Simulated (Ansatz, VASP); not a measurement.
GaN in VASP and in Ansatz

```
Ga N
1.0
     0.00000    2.08396    2.08396
     2.08396    0.00000    2.08396
     2.08396    2.08396    0.00000
Ga N
1 1
Direct
  0.50000 0.50000 0.50000
  0.00000 0.00000 0.00000
```

Alike in both runs: task single point; functional RPBE; dispersion D4; k mesh 10 × 10 × 10; occupations gaussian, width 0.05 eV; no spin polarisation.

|  | VASP | Ansatz |
| --- | --- | --- |
| version | VASP 6.6.1 | Ansatz 0.2.0 |
| potentials or method | VASP PAW PBE potentials, release 64 (Ga_d, N), cutoff 520 eV | scalar-relativistic, plane waves, PAW |
| valence electrons in the cell | 18 | 18 |

|  | VASP | Ansatz | Ansatz less VASP |
| --- | --- | --- | --- |
| gap on the k mesh at the Fermi level (eV) | 0.99 | 1.00 | +0.014 |
| least direct gap on the mesh (eV) | 3.30 | 3.29 | -0.008 |
| pressure (GPa) | 5.9 | 4.9 | -0.95 |

VASP's potentials were made for PBE, not for RPBE.
